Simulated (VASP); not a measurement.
Set up this calculation in VASP 6.6.1, as the native input.

```yaml
Task: single point
Functional: LDA
Potentials_or_basis: VASP PAW LDA potentials, release 64 (Pt, S)
Cutoff: 520 eV
k_mesh: 12 × 12 × 8
Occupations: gaussian, width 0.05 eV
Spin: no spin polarisation
Dipole_correction: no
Further_INCAR_settings: ALGO = Normal; EDIFF = 1e-06; NBANDS = 18
```

The structure of PtS2 lies in POSCAR:

```
PtS2
1.0
    3.6430600273      0.0000000000      0.0000000000
   -1.8215300136      3.1549825311      0.0000000000
    0.0000000000      0.0000000000      4.7663471706
Pt S
1 2
Direct
    0.0000000000      0.0000000000      0.0000000000
    0.3333333333      0.6666666667      0.2500000000
    0.6666666667      0.3333333333      0.7500000000
```

This cell differs from its parent crystal: ratio of the length along z to the lengths across it x 0.92, volume and fractional coordinates fixed.

The input as run:

INCAR

```
PREC = Accurate ; ENCUT = 520
EDIFF = 1E-6 ; ISMEAR = 0
SIGMA = 0.05 ; LREAL = False
LASPH = True ; NELM = 60
ALGO = Normal ; ISIF = 2
LWAVE = False ; LCHARG = False
GGA = CA ; NBANDS = 18
```

KPOINTS

```
regular mesh
0
Gamma
  12 12 8
```

Potentials or basis: VASP PAW LDA potentials, release 64 (Pt, S).

The run is started by

```sh
$ cat potpaw_LDA.64/Pt/POTCAR potpaw_LDA.64/S/POTCAR > POTCAR
$ mpirun -np 1 vasp_std > vasp.out
```

It gave:

```json
{
  "Pressure": "-8.5 GPa",
  "Largest force": "0.464 eV/Å",
  "Band gap on the k mesh": "0.10 eV, indirect (least direct gap 0.59 eV)"
}
```

Caveat: spin-orbit coupling is left out, which moves the levels of the heavy elements.

It took 2.2 min on 1 thread of AMD EPYC 7R43 64-Core Processor (Zen 3), on a shared host, peak memory 0.2 GiB.
